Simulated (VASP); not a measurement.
# ZnGeO3 (R-3) in VASP: single point with LDA

Aim: the single point of ZnGeO3 with LDA.

All numbers are computed with VASP 6.6.1; they aren't measurements. Logs are shortened: lines on timing, memory, paths and dates and some standing lists are left out, and cuts for length are marked.

### Step 1. The cell of the first run

Symmetry: R-3, No. 148, trigonal system. Conventional cell: a = 5.045 Å, b = 5.045 Å, c = 14.083 Å, α = 90.00°, β = 90.00°, γ = 120.00°. Within 2.7 Å of Zn (site symmetry 3) lie 6 O at 2.02 to 2.34 Å. Within 2.5 Å of Ge (site symmetry 3) lie 6 O at 1.90 to 1.96 Å. Within 2.7 Å of O (site symmetry 1) lie 2 Ge at 1.90 to 1.96 Å and 2 Zn at 2.02 to 2.34 Å and 3 O at 2.52 to 2.66 Å.

### Step 2. Single point, LDA

Input file INCAR:

```
PREC = Accurate
ENCUT = 600
EDIFF = 1E-6
ISMEAR = -1
SIGMA = 0.05
LREAL = F
LASPH = T
NELM = 120
ALGO = Normal
ISIF = 2
LWAVE = F
LCHARG = F
GGA = CA
NBANDS = 55
GGA_COMPAT = F
```

Input file KPOINTS:

```
regular mesh
0
Gamma
  8 8 8
```

Input file POSCAR:

```
ZnGeO3
1.0
    2.5226879821      1.4564745856      4.6942009829
   -2.5226879821      1.4564745856      4.6942009829
    0.0000000000     -2.9129491711      4.6942009829
Zn Ge O
2 2 6
Direct
    0.6316330000      0.6316330000      0.6316330000
    0.3683670000      0.3683670000      0.3683670000
    0.8436530000      0.8436530000      0.8436530000
    0.1563470000      0.1563470000      0.1563470000
    0.5609330000      0.9536280000      0.2141820000
    0.9536280000      0.2141820000      0.5609330000
    0.2141820000      0.5609330000      0.9536280000
    0.4390670000      0.0463720000      0.7858180000
    0.7858180000      0.4390670000      0.0463720000
    0.0463720000      0.7858180000      0.4390670000
```

Potentials or basis: VASP PAW LDA potentials, release 64 (Zn, Ge_d, O).

The run is started by

```console
cat potpaw_LDA.64/Zn/POTCAR potpaw_LDA.64/Ge_d/POTCAR potpaw_LDA.64/O/POTCAR > POTCAR
mpirun -np 1 vasp_std > vasp.out
```

OUTCAR:

```text
PREC = Accurate
   ENCUT = 600
   EDIFF = 1E-6
   ISMEAR = -1
   LREAL = F
   LASPH = T
   NELM = 120
   ISIF = 2
   GGA = CA

 ion  position               nearest neighbor table
   1  0.632  0.632  0.632-   6 2.02   5 2.02   7 2.02   8 2.34   9 2.34  10 2.34
   2  0.368  0.368  0.368-  10 2.02   8 2.02   9 2.02   5 2.34   7 2.34   6 2.34
   3  0.844  0.844  0.844-   7 1.90   5 1.90   6 1.90   8 1.96  10 1.96   9 1.96
   4  0.156  0.156  0.156-   9 1.90   8 1.90  10 1.90   5 1.96   6 1.96   7 1.96
   5  0.561  0.954  0.214-   3 1.90   4 1.96   1 2.02   2 2.34
   6  0.954  0.214  0.561-   3 1.90   4 1.96   1 2.02   2 2.34
   7  0.214  0.561  0.954-   3 1.90   4 1.96   1 2.02   2 2.34
   8  0.439  0.046  0.786-   4 1.90   3 1.96   2 2.02   1 2.34
   9  0.786  0.439  0.046-   4 1.90   3 1.96   2 2.02   1 2.34
  10  0.046  0.786  0.439-   4 1.90   3 1.96   2 2.02   1 2.34

  LATTYP: Found a trigonal (rhomboedric) cell.
 ALAT       =     5.5245629457
 COS(alpha) =     0.5829758366

  Lattice vectors:

 A1 = (   2.5226879821,   1.4564745856,   4.6942009829)
 A2 = (  -2.5226879821,   1.4564745856,   4.6942009829)
 A3 = (   0.0000000000,  -2.9129491711,   4.6942009829)

Analysis of symmetry for initial positions (statically):
=====================================================================
 Subroutine PRICEL returns:
 Original cell was already a primitive cell.

 Routine SETGRP: Setting up the symmetry group for a
 trigonal (rhombohedral) supercell.

 Subroutine GETGRP returns: Found  6 space group operations
 (whereof  6 operations were pure point group operations)
 out of a pool of 12 trial point group operations.

The static configuration has the point symmetry S_6 .

Analysis of symmetry for dynamics (positions and initial velocities):
=====================================================================
 Subroutine PRICEL returns:
 Original cell was already a primitive cell.

 Routine SETGRP: Setting up the symmetry group for a
 trigonal (rhombohedral) supercell.

 Subroutine GETGRP returns: Found  6 space group operations
 (whereof  6 operations were pure point group operations)
 out of a pool of 12 trial point group operations.

The dynamic configuration has the point symmetry S_6 .

 Subroutine INISYM returns: Found  6 space group operations
 (whereof  6 operations are pure point group operations),
 and found     1 'primitive' translations

----------------------------------------------------------------------------------------

                                     Primitive cell

  volume of cell :     103.4855

  direct lattice vectors                    reciprocal lattice vectors
     2.522687982  1.456474586  4.694200983     0.198201285  0.114431565  0.071009600
    -2.522687982  1.456474586  4.694200983    -0.198201285  0.114431565  0.071009600
     0.000000000 -2.912949171  4.694200983     0.000000000 -0.228863131  0.071009600

  length of vectors
     5.524562946  5.524562946  5.524562946     0.239626158  0.239626158  0.239626158

  position of ions in fractional coordinates (direct lattice)
     0.631633000  0.631633000  0.631633000
     0.368367000  0.368367000  0.368367000
     0.843653000  0.843653000  0.843653000
     0.156347000  0.156347000  0.156347000
     0.560933000  0.953628000  0.214182000
     0.953628000  0.214182000  0.560933000
     0.214182000  0.560933000  0.953628000
     0.439067000  0.046372000  0.785818000
     0.785818000  0.439067000  0.046372000
     0.046372000  0.785818000  0.439067000

  ion indices of the primitive-cell ions
   primitive index   ion index
                 1           1
                 2           2
                 3           3
                 4           4
                 5           5
                 6           6
                 7           7
                 8           8
                 9           9
                10          10

----------------------------------------------------------------------------------------

 KPOINTS: regular mesh

Automatic generation of k-mesh.
 Grid dimensions read from file:
 generate k-points for:    8    8    8

 Generating k-lattice:

  Cartesian coordinates                     Fractional coordinates (reciprocal lattice)
     0.024775161  0.014303946  0.008876200     0.125000000  0.000000000  0.000000000
    -0.024775161  0.014303946  0.008876200     0.000000000  0.125000000  0.000000000
     0.000000000 -0.028607891  0.008876200     0.000000000  0.000000000  0.125000000

  Length of vectors
     0.029953270  0.029953270  0.029953270

  Shift w.r.t. Gamma in fractional coordinates (k-lattice)
     0.000000000  0.000000000  0.000000000

 Subroutine IBZKPT returns following result:
 ===========================================

 Found     90 irreducible k-points:

 Following reciprocal coordinates:
            Coordinates               Weight
  0.000000  0.000000  0.000000      1.000000
  0.125000  0.000000  0.000000      6.000000
  0.250000  0.000000  0.000000      6.000000
  0.375000  0.000000  0.000000      6.000000
  0.500000  0.000000  0.000000      3.000000
  0.125000  0.125000  0.000000      6.000000
[... 16 lines left out ...]
 -0.375000  0.250000 -0.000000      6.000000
  0.375000 -0.000000 -0.250000      6.000000
 [... further k-points ...]
   k-points           NKPTS =     90   k-points in BZ     NKDIM =     90   number of bands    NBANDS=     55
   number of dos      NEDOS =    301   number of ions     NIONS =     10
   total plane-waves  NPLWV = 110592
   dimension x,y,z NGX =    48 NGY =   48 NGZ =   48
   dimension x,y,z NGXF=    96 NGYF=   96 NGZF=   96
   ions per type =               2   2   6
   NGX,Y,Z   is equivalent  to a cutoff of  14.44, 14.44, 14.44 a.u.
   NGXF,Y,Z  is equivalent  to a cutoff of  28.89, 28.89, 28.89 a.u.
 SYSTEM =  unknown system
   PREC   = accura    normal or accurate (medium, high low for compatibility)
   ISTART =      0    job   : 0-new  1-cont  2-samecut
   ICHARG =      2    charge: 1-file 2-atom 10-const
   ISPIN  =      1    spin polarized calculation?
   LNONCOLLINEAR =      F non collinear calculations
   LSORBIT =      F    spin-orbit coupling
   LASPH  =      T    aspherical Exc in radial PAW
   ENCUT  =  600.0 eV  44.10 Ry    6.64 a.u.  11.03 11.03 11.03*2*pi/ulx,y,z
   NELM   =    120;   NELMIN=  2; NELMDL= -5     # of ELM steps
   EDIFF  = 0.1E-05   stopping-criterion for ELM
   LREAL  =      F    real-space projection
   EDIFFG = 0.1E-04   stopping-criterion for IOM
   NSW    =      0    number of steps for IOM
   IBRION =     -1    ionic relax: 0-MD 1-quasi-New 2-CG
   NFREE  =      0    steps in history (QN), initial steepest desc. (CG)
   ISIF   =      2    stress and relaxation
   ISYM   =      2    0-nonsym 1-usesym 2-fastsym
   POTIM  = 0.5000    time-step for ionic-motion
   TEBEG  =    0.0;   TEEND  =   0.0 temperature during run
   PSTRESS=    0.0 pullay stress
   NELECT =      88.0000    total number of electrons
   NUPDOWN=      -1.0000    fix difference up-down
   EMIN   =  10.00;   EMAX   =-10.00  energy-range for DOS
   EFERMI =   0.00;   METHOD = LEGACY
   ISMEAR =    -1;   SIGMA  =   0.05  broadening in eV -4-tet -1-fermi 0-gaus
   EFERMI_NEDOS =   21; number of points for ismear=-14 and -15
   IALGO  =     38    algorithm
   IMIX   =      4    mixing-type and parameters
     AMIX     =   0.40;   BMIX     =  1.00
     AMIX_MAG =   1.60;   BMIX_MAG =  1.00
  volume/ion in A,a.u.               =      10.35        69.84
  Fermi-wavevector in a.u.,A,eV,Ry     =   1.550991  2.930948 32.729806  2.405573
  Thomas-Fermi vector in A             =   2.655575
   LORBIT       =      0    0 simple, 1 ext, 2 COOP (PROOUT), +10 PAW based schemes
   GGA     = CA    functional components
   LHFCALC =     F    Hartree Fock is set to
   AEXX    =    0.0000 exact exchange contribution
   IVDW    =     0    specifies the selected vdW correction
   LEPSILON=     F    determine dielectric tensor
   LRPA    =     F    only Hartree local field effects (RPA)
 non-spin polarized calculation
  energy-cutoff  :      600.00
  volume of cell :      103.49
 maximum number of plane-waves:      3504
 NGX is ok and might be reduce to    48
   NGX = 23   NGY = 23   NGZ = 23

 number of electron      87.9999998 magnetization

 Free energy of the ion-electron system (eV)
  ---------------------------------------------------
  ext. energy  EPLUGINS =         0.00000000
  ---------------------------------------------------
  free energy    TOTEN  =       -64.83668077 eV

  energy without entropy =      -64.83668077  energy(sigma->0) =      -64.83668077

 E-fermi :   3.8658     XC(G=0): -12.2246

 val. band max:        2.7183384768   @ k =   0.2500   0.1250   0.0000
 cond. band min:       4.7528535197   @ k =   0.0000   0.0000   0.0000
 fundamental gap:      2.0345150428
 Fermi energy:         3.8658294971

 k-point     1 :       0.0000    0.0000    0.0000
  band No.  band energies     occupation
      1     -20.8274      2.00000
      2     -20.8274      2.00000
      3     -20.7523      2.00000
      4     -20.7523      2.00000
      5     -20.6340      2.00000
      6     -20.6012      2.00000
[... 47 lines left out ...]
     54      12.8864      0.00000
     55      14.4456      0.00000

 k-point     2 :       0.1250    0.0000    0.0000
  band No.  band energies     occupation
      1     -20.8387      2.00000
      2     -20.8322      2.00000
      3     -20.7467      2.00000
      4     -20.7405      2.00000
      5     -20.6340      2.00000
      6     -20.6076      2.00000
[... 47 lines left out ...]
     54      13.1535      0.00000
     55      14.4743      0.00000

 k-point     3 :       0.2500    0.0000    0.0000
  band No.  band energies     occupation
      1     -20.8585      2.00000
      2     -20.8417      2.00000
      3     -20.7347      2.00000
      4     -20.7190      2.00000
      5     -20.6350      2.00000
      6     -20.6190      2.00000
[... 1152 lines left out ...]
 k-point    23 :      -0.3750    0.2500   -0.0000
  band No.  band energies     occupation
      1     -20.9004      2.00000
      2     -20.8084      2.00000
      3     -20.7707      2.00000
      4     -20.6606      2.00000
      5     -20.6439      2.00000
      6     -20.6284      2.00000
[... 47 lines left out ...]
     54      13.9662      0.00000
     55      14.2017      0.00000

 k-point    24 :       0.3750   -0.0000   -0.2500
  band No.  band energies     occupation
      1     -20.9003      2.00000
      2     -20.8083      2.00000
      3     -20.7708      2.00000
      4     -20.6606      2.00000
      5     -20.6438      2.00000
      6     -20.6285      2.00000
[... 47 lines left out ...]
     54      14.0022      0.00000
     55      14.1553      0.00000

 [... further k-points ...]

------------------------ aborting loop because EDIFF is reached ----------------------------------------

  FORCE on cell =-STRESS in cart. coord.  units (eV):
  Direction    XX          YY          ZZ          XY          YZ          ZX
  --------------------------------------------------------------------------------------
  -------------------------------------------------------------------------------------
  Total       -8.5185568     -8.5185568     -7.7427402     -0.0000000     -0.0000000     -0.0000000
  in kB     -131.8855536   -131.8855536   -119.8742463     -0.0000005     -0.0000000     -0.0000000
  external PRESSURE =    -127.8817845 kB  Pullay stress =       0.0000000 kB

 VOLUME and BASIS-vectors are now :
 -----------------------------------------------------------------------------
  energy-cutoff  :      600.00
  volume of cell :      103.49
      direct lattice vectors                 reciprocal lattice vectors
     2.522687982  1.456474586  4.694200983     0.198201285  0.114431565  0.071009600
    -2.522687982  1.456474586  4.694200983    -0.198201285  0.114431565  0.071009600
     0.000000000 -2.912949171  4.694200983     0.000000000 -0.228863131  0.071009600

 POSITION                                       TOTAL-FORCE (eV/Angst)
 -----------------------------------------------------------------------------------
      0.00000      0.00000      8.89504         0.000000     -0.000000     -0.096926
      0.00000      0.00000      5.18757         0.000000      0.000000      0.096926
      0.00000      0.00000     11.88083         0.000000     -0.000000     -0.074902
      0.00000      0.00000      2.20177         0.000000      0.000000      0.074902
     -0.99065      1.58202      8.11507        -0.026088     -0.091059     -0.106527
      1.86539      0.06692      8.11507        -0.065816      0.068123     -0.106527
     -0.87474     -1.64893      8.11507         0.091904      0.022937     -0.106527
      0.99065     -1.58202      5.96754         0.026088      0.091059      0.106527
      0.87474      1.64893      5.96754        -0.091904     -0.022937      0.106527
     -1.86539     -0.06692      5.96754         0.065816     -0.068123      0.106527
 -----------------------------------------------------------------------------------
    total drift:                               -0.000000      0.000000      0.000000

  FREE ENERGIE OF THE ION-ELECTRON SYSTEM (eV)
  ---------------------------------------------------
  free  energy   TOTEN  =       -64.8366807735 eV

  energy  without entropy=      -64.8366807734  energy(sigma->0) =      -64.83668077
```

Wall time 24 min (1 thread of Intel Xeon 8259CL, shared host); peak memory 0.62 GiB.

Results:

```
Free energy            : -64.8367 eV
Pressure               : -12.8 GPa
Largest force          : 0.143 eV/Å
Band gap on the k mesh : 2.03 eV (least direct gap 2.19 eV)
```

Forces on the atoms (eV/Å):
```
Zn   0.000  0.000 -0.097
Zn   0.000  0.000  0.097
Ge   0.000  0.000 -0.075
Ge   0.000  0.000  0.075
O   -0.026 -0.091 -0.107
O   -0.066  0.068 -0.107
O    0.092  0.023 -0.107
O    0.026  0.091  0.107
O   -0.092 -0.023  0.107
O    0.066 -0.068  0.107
```

Stress tensor (GPa, compression positive):
```
-13.19   0.00   0.00
  0.00 -13.19   0.00
  0.00   0.00 -11.99
```

Caveat: the cell stands under tension. A k mesh can miss the band edges.
